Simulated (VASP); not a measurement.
# Sc (Pm-3m) in VASP: a series of runs

Sc is run at these levels: LDA; tasks: relaxation of cell and atoms.

Everything below comes from runs of VASP 6.6.1. Logs are shortened: lines on timing, memory, paths and dates and some standing lists are left out, and cuts for length are marked.

## (1) The cell of the first run

Symmetry: Pm-3m, No. 221, cubic system. The conventional cell has a = 3.020 Å, b = 3.020 Å, c = 3.020 Å, α = 90.00°, β = 90.00°, γ = 90.00°. Sc (site symmetry m-3m) has 6 Sc at 3.02 Å within 4.0 Å.

This isn't the form of Sc at room conditions, which is hcp.

## (2) Relaxation of cell and atoms, LDA

File INCAR:

```
SYSTEM = Sc
ALGO     = Normal         ! electronic algorithm
EDIFF    = 1E-6           ! SCF threshold, eV
EDIFFG   = -0.02          ! ionic threshold
ENCUT    = 600            ! plane-wave cutoff, eV
IBRION   = 2              ! ionic algorithm
ISIF     = 3              ! what is computed and relaxed
ISMEAR   = 0              ! smearing method
LASPH    = .True.         ! aspherical terms in the spheres
LCHARG   = .False.        ! write CHGCAR
LREAL    = .False.        ! projectors in reciprocal space
LWAVE    = .False.        ! write WAVECAR
NELM     = 60             ! most SCF steps
NSW      = 80             ! ionic steps
PREC     = Accurate       ! precision mode
SIGMA    = 0.1            ! smearing width, eV
```

File KPOINTS:

```
k-points
0
Gamma
  7 7 7
  0 0 0
```

File POSCAR:

```
Sc
1.0
    3.0200000000      0.0000000000      0.0000000000
    0.0000000000      3.0200000000      0.0000000000
    0.0000000000      0.0000000000      3.0200000000
Sc
1
Direct
    0.0000000000      0.0000000000      0.0000000000
```

Potentials or basis: VASP PAW LDA potentials, release 64 (Sc_sv).

Launch:

```sh
$ cat potpaw_LDA.64/Sc_sv/POTCAR > POTCAR
$ mpirun -np 1 vasp_std > vasp.out
```

OUTCAR:

```text
SYSTEM = Sc
   EDIFF = 1E-6
   EDIFFG = -0.02
   ENCUT = 600
   IBRION = 2
   ISIF = 3
   ISMEAR = 0
   LASPH = .True.
   LREAL = .False.
   NELM = 60
   NSW = 80
   PREC = Accurate

 ion  position               nearest neighbor table
   1  0.000  0.000  0.000-

  LATTYP: Found a simple cubic cell.
 ALAT       =     3.0200000000

  Lattice vectors:

 A1 = (   3.0200000000,   0.0000000000,   0.0000000000)
 A2 = (   0.0000000000,   3.0200000000,   0.0000000000)
 A3 = (   0.0000000000,   0.0000000000,   3.0200000000)

Analysis of symmetry for initial positions (statically):
=====================================================================
 Subroutine PRICEL returns:
 Original cell was already a primitive cell.

 Routine SETGRP: Setting up the symmetry group for a
 simple cubic supercell.

 Subroutine GETGRP returns: Found 48 space group operations
 (whereof 48 operations were pure point group operations)
 out of a pool of 48 trial point group operations.

The static configuration has the point symmetry O_h .

Analysis of symmetry for dynamics (positions and initial velocities):
=====================================================================
 Subroutine PRICEL returns:
 Original cell was already a primitive cell.

 Routine SETGRP: Setting up the symmetry group for a
 simple cubic supercell.

 Subroutine GETGRP returns: Found 48 space group operations
 (whereof 48 operations were pure point group operations)
 out of a pool of 48 trial point group operations.

The dynamic configuration has the point symmetry O_h .

 Subroutine INISYM returns: Found 48 space group operations
 (whereof 48 operations are pure point group operations),
 and found     1 'primitive' translations

----------------------------------------------------------------------------------------

                                     Primitive cell

  volume of cell :      27.5436

  direct lattice vectors                    reciprocal lattice vectors
     3.020000000  0.000000000  0.000000000     0.331125828  0.000000000  0.000000000
     0.000000000  3.020000000  0.000000000     0.000000000  0.331125828  0.000000000
     0.000000000  0.000000000  3.020000000     0.000000000  0.000000000  0.331125828

  length of vectors
     3.020000000  3.020000000  3.020000000     0.331125828  0.331125828  0.331125828

  position of ions in fractional coordinates (direct lattice)
     0.000000000  0.000000000  0.000000000

  ion indices of the primitive-cell ions
   primitive index   ion index
                 1           1

----------------------------------------------------------------------------------------

 KPOINTS: k-points
[... 53 lines left out ...]
 SYSTEM =  Sc
   PREC   = accura    normal or accurate (medium, high low for compatibility)
   ISTART =      0    job   : 0-new  1-cont  2-samecut
   ICHARG =      2    charge: 1-file 2-atom 10-const
   ISPIN  =      1    spin polarized calculation?
   LNONCOLLINEAR =      F non collinear calculations
   LSORBIT =      F    spin-orbit coupling
   LASPH  =      T    aspherical Exc in radial PAW
   ENCUT  =  600.0 eV  44.10 Ry    6.64 a.u.   6.03  6.03  6.03*2*pi/ulx,y,z
   NELM   =     60;   NELMIN=  2; NELMDL= -5     # of ELM steps
   EDIFF  = 0.1E-05   stopping-criterion for ELM
   LREAL  =      F    real-space projection
   EDIFFG = -.2E-01   stopping-criterion for IOM
   NSW    =     80    number of steps for IOM
   IBRION =      2    ionic relax: 0-MD 1-quasi-New 2-CG
   NFREE  =      1    steps in history (QN), initial steepest desc. (CG)
   ISIF   =      3    stress and relaxation
   ISYM   =      2    0-nonsym 1-usesym 2-fastsym
   POTIM  = 0.5000    time-step for ionic-motion
   TEBEG  =    0.0;   TEEND  =   0.0 temperature during run
   PSTRESS=    0.0 pullay stress
   NELECT =      11.0000    total number of electrons
   NUPDOWN=      -1.0000    fix difference up-down
   EMIN   =  10.00;   EMAX   =-10.00  energy-range for DOS
   EFERMI =   0.00;   METHOD = LEGACY
   ISMEAR =     0;   SIGMA  =   0.10  broadening in eV -4-tet -1-fermi 0-gaus
   EFERMI_NEDOS =   21; number of points for ismear=-14 and -15
   IALGO  =     38    algorithm
   IMIX   =      4    mixing-type and parameters
     AMIX     =   0.40;   BMIX     =  1.00
     AMIX_MAG =   1.60;   BMIX_MAG =  1.00
  volume/ion in A,a.u.               =      27.54       185.87
  Fermi-wavevector in a.u.,A,eV,Ry     =   1.205588  2.278230 19.775273  1.453442
  Thomas-Fermi vector in A             =   2.341280
   LORBIT       =      0    0 simple, 1 ext, 2 COOP (PROOUT), +10 PAW based schemes
   GGA     = CA    functional components
   LHFCALC =     F    Hartree Fock is set to
   AEXX    =    0.0000 exact exchange contribution
   IVDW    =     0    specifies the selected vdW correction
   LEPSILON=     F    determine dielectric tensor
   LRPA    =     F    only Hartree local field effects (RPA)
 conjugate gradient relaxation of ions
 non-spin polarized calculation
 Gauss-broadening in eV      SIGMA  =   0.10
  energy-cutoff  :      600.00
  volume of cell :       27.54
 maximum number of plane-waves:       939
   NGX = 13   NGY = 13   NGZ = 13

--------------------------------------- Ionic step        1  -------------------------------------------

 number of electron      11.0000006 magnetization

 Free energy of the ion-electron system (eV)
  ---------------------------------------------------
  ext. energy  EPLUGINS =         0.00000000
  ---------------------------------------------------
  free energy    TOTEN  =        -5.91175679 eV

  energy without entropy =       -5.89616771  energy(sigma->0) =       -5.90396225

 E-fermi :   2.8972     XC(G=0):  -9.6317

 val. band max:        2.8847180599   @ k =   0.2857   0.1429   0.0000
 cond. band min:       2.9192077050   @ k =   0.4286   0.4286   0.0000
 fundamental gap:      0.0344896450
 Fermi energy:         2.8971858174

 k-point     1 :       0.0000    0.0000    0.0000
  band No.  band energies     occupation
      1     -46.2588      2.00000
      2     -24.9972      2.00000
      3     -24.9972      2.00000
      4     -24.9972      2.00000
      5      -1.9213      2.00000
      6       2.4315      2.00000
      7       2.4315      2.00000
      8       6.4194      0.00000
      9       6.4194      0.00000
[... 330 lines left out ...]
--------------------------------------- Ionic step        4  -------------------------------------------

 number of electron      11.0000002 magnetization

 Free energy of the ion-electron system (eV)
  ---------------------------------------------------
  ext. energy  EPLUGINS =         0.00000000
  ---------------------------------------------------
  free energy    TOTEN  =        -5.99628593 eV

  energy without entropy =       -5.98523415  energy(sigma->0) =       -5.99076004

 E-fermi :   3.8749     XC(G=0): -10.3129

 val. band max:        3.8515127042   @ k =   0.4286   0.0000   0.0000
 cond. band min:       3.8801890461   @ k =   0.4286   0.0000   0.0000
 fundamental gap:      0.0286763419
 Fermi energy:         3.8748506473

 k-point     1 :       0.0000    0.0000    0.0000
  band No.  band energies     occupation
      1     -44.9761      2.00000
      2     -23.5708      2.00000
      3     -23.5708      2.00000
      4     -23.5708      2.00000
      5      -1.2392      2.00000
      6       3.2358      2.00000
      7       3.2358      2.00000
      8       8.1240      0.00000
      9       8.1240      0.00000
[... 254 lines left out ...]
  FREE ENERGIE OF THE ION-ELECTRON SYSTEM (eV)
  ---------------------------------------------------
  free  energy   TOTEN  =        -5.9962859301 eV

  energy  without entropy=       -5.9852341500  energy(sigma->0) =       -5.99076004

 reached required accuracy - stopping structural energy minimisation
```

OSZICAR:

```text
N       E                     dE             d eps       ncg     rms          rms(c)
DAV:   1     0.875927903404E+02    0.87593E+02   -0.54140E+03   360   0.131E+03
DAV:   2    -0.437425549256E+01   -0.91967E+02   -0.91191E+02   361   0.351E+02
DAV:   3    -0.658417185966E+01   -0.22099E+01   -0.21469E+01   534   0.737E+01
[... 27 lines left out ...]
DAV:   1    -0.599872436216E+01   -0.24887E-02   -0.67261E-02   417   0.484E+00    0.348E-01
DAV:   2    -0.599638578643E+01    0.23386E-02   -0.77144E-03   528   0.148E+00    0.794E-02
DAV:   3    -0.599629663575E+01    0.89151E-04   -0.29662E-04   545   0.296E-01    0.393E-02
DAV:   4    -0.599628596009E+01    0.10676E-04   -0.32644E-05   399   0.558E-02    0.185E-03
DAV:   5    -0.599628593013E+01    0.29961E-07   -0.50598E-07   228   0.132E-02
   4 F= -.59962859E+01 E0= -.59907600E+01  d E =-.845291E-01
```

CONTCAR:

```text
Sc
   1.00000000000000
     2.8557046347743325    0.0000000000000000   -0.0000000000000000
    -0.0000000000000000    2.8557046347743325    0.0000000000000000
    -0.0000000000000000    0.0000000000000000    2.8557046347743325
  Sc
     1
Direct
     0.0000000000000000    0.0000000000000000    0.0000000000000000

  0.00000000E+00  0.00000000E+00  0.00000000E+00
```

It took 17 s on 1 thread of Intel Xeon 8259CL, shared host; peak memory 0.13 GiB.

What came out:

```yaml
Free_energy: -5.9963 eV
Relaxed_volume: 23.29 Å³/atom
Relaxed_cell: a = 2.856 Å, b = 2.856 Å, c = 2.856 Å, α = 90.00°, β = 90.00°, γ = 90.00°
Space_group_after_relaxing_to_0.1_Å: Pm-3m (No. 221)
Energy_gained_by_relaxing: 84.5 meV/atom
Ionic_steps: 4
Pressure_after_relaxing: 0.0 GPa
Band_gap_on_the_k_mesh: zero (an odd number of electrons rules out a gap without spin polarisation)
```

Step by step:
| step | energy change (eV) | largest force (eV/Å) | pressure (GPa) | volume (Å³) |
| --- | --- | --- | --- | --- |
| 1 | 0.0000 | 0.0000 | -5.61 | 27.54 |
| 2 | -0.0826 | 0.0000 | -0.99 | 23.88 |
| 3 | -0.0845 | 0.0000 | -0.18 | 23.39 |
| 4 | -0.0845 | 0.0000 | 0.00 | 23.29 |

Final structure:
```xyz
1
Lattice="2.8557 0.0000 0.0000 0.0000 2.8557 0.0000 0.0000 0.0000 2.8557" Properties=species:S:1:pos:R:3 pbc="T T T"
Sc    0.0000    0.0000    0.0000
```

Caveat: the volume moved by over 15 % at a fixed basis, so the end points are rough.

## (3) Relaxation of cell and atoms, LDA

This run uses another cell than the first one, of 23.25 Å³/atom.

File INCAR:

```
ALGO = Normal
EDIFF = 1E-6
EDIFFG = -0.02
ENCUT = 600
IBRION = 2
ISIF = 3
ISMEAR = 0
LASPH = True
LCHARG = False
LREAL = False
LWAVE = False
NELM = 60
NSW = 80
PREC = Accurate
SIGMA = 0.1
```

File KPOINTS:

```
k-points
0
Gamma
  8 8 8
```

File POSCAR:

```
Sc
1.0
    2.8542760806      0.0000000000      0.0000000000
    0.0000000000      2.8542760806      0.0000000000
    0.0000000000      0.0000000000      2.8542760806
Sc
1
Direct
    0.0000000000      0.0000000000      0.0000000000
```

Potentials or basis: VASP PAW LDA potentials, release 64 (Sc_sv).

Launch:

```sh
$ cat potpaw_LDA.64/Sc_sv/POTCAR > POTCAR
$ mpirun -np 1 vasp_std > vasp.out
```

Wall time 16 s (1 thread of Intel Xeon 8259CL, shared host); peak memory 0.14 GiB.

It converged, with:

| Item | Value |
| --- | --- |
| Free energy | -5.9996 eV |
| Relaxed volume | 23.05 Å³/atom |
| Relaxed cell | a = 2.846 Å, b = 2.846 Å, c = 2.846 Å, α = 90.00°, β = 90.00°, γ = 90.00° |
| Space group after relaxing (to 0.1 Å) | Pm-3m (No. 221) |
| Energy gained by relaxing | 0.3 meV/atom |
| Ionic steps | 2 |
| Pressure after relaxing | -0.1 GPa |
| Band gap on the k mesh | zero (an odd number of electrons rules out a gap without spin polarisation) |

The path:
| step | energy change (eV) | largest force (eV/Å) | pressure (GPa) | volume (Å³) |
| --- | --- | --- | --- | --- |
| 1 | 0.0000 | 0.0000 | -0.43 | 23.25 |
| 2 | -0.0003 | 0.0000 | -0.12 | 23.05 |

Final structure:
```cif
data_structure
_symmetry_space_group_name_H-M 'P 1'
_symmetry_Int_Tables_number 1
_cell_length_a 2.8457
_cell_length_b 2.8457
_cell_length_c 2.8457
_cell_angle_alpha 90.000
_cell_angle_beta 90.000
_cell_angle_gamma 90.000
_cell_volume 23.05
loop_
_atom_site_label
_atom_site_type_symbol
_atom_site_fract_x
_atom_site_fract_y
_atom_site_fract_z
_atom_site_occupancy
Sc1 Sc 0.00000 0.00000 0.00000 1
```

Levels at points of the mesh, in eV from the Fermi level:
| k point | band 4 | band 5 | band 6 | band 7 | band 8 | band 9 |
| --- | --- | --- | --- | --- | --- | --- |
| (0.00, 0.00, 0.00) | -27.42 | -5.16 | -0.66 | -0.66 | 4.30 | 4.30 |
| (0.50, 0.00, 0.00) | -27.35 | -1.63 | -0.27 | 0.03 | 2.46 | 2.46 |
| (0.50, 0.50, 0.00) | -27.28 | -2.08 | 0.29 | 2.88 | 2.88 | 4.31 |
| (0.50, 0.50, 0.50) | -27.97 | -0.65 | -0.65 | -0.65 | 5.49 | 5.49 |
